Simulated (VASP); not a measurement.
A run of VASP 6.6.1 is set up as follows.

Contents of INCAR:

```
SYSTEM = SnTe
PREC     = Accurate       ! precision mode
ENCUT    = 520            ! plane-wave cutoff, eV
EDIFF    = 1E-7           ! SCF threshold, eV
ISMEAR   = -1             ! smearing method
SIGMA    = 0.1            ! smearing width, eV
LREAL    = .False.        ! projectors in reciprocal space
LASPH    = .True.         ! aspherical terms in the spheres
NELM     = 80             ! most SCF steps
ALGO     = Normal         ! electronic algorithm
ISIF     = 2              ! what is computed and relaxed
LWAVE    = .False.        ! write WAVECAR
LCHARG   = .True.         ! write CHGCAR
GGA      = CA             ! functional
LELF     = .True.         ! ELF
LVHAR    = .True.       
NBANDS   = 17             ! bands
```

File KPOINTS:

```
Automatic mesh
0
Gamma
  12 12 12
  0 0 0
```

Contents of POSCAR:

```
SnTe
1.0
    0.0000000000      3.3509568181      3.3509568181
    3.3509568181      0.0000000000      3.3509568181
    3.3509568181      3.3509568181      0.0000000000
Sn Te
1 1
Direct
    0.0000000000      0.0000000000      0.0000000000
    0.2500000000      0.2500000000      0.2500000000
```

Potentials or basis: VASP PAW LDA potentials, release 64 (Sn_d, Te).

The run is started by

```sh
$ cat potpaw_LDA.64/Sn_d/POTCAR potpaw_LDA.64/Te/POTCAR > POTCAR
$ mpirun -np 1 vasp_std > vasp.out
```

(1) What does it give for the band gap on the k mesh?

(2) What does it give for the pressure?

Results:

(1) zero (bands 10 and 11 overlap by 0.78 eV).

(2) 4.7 GPa.

Caveat: the cell stands under pressure; semilocal functionals underestimate gaps, so a narrow gap can read as zero; spin-orbit coupling is left out, which moves the levels of the heavy elements.
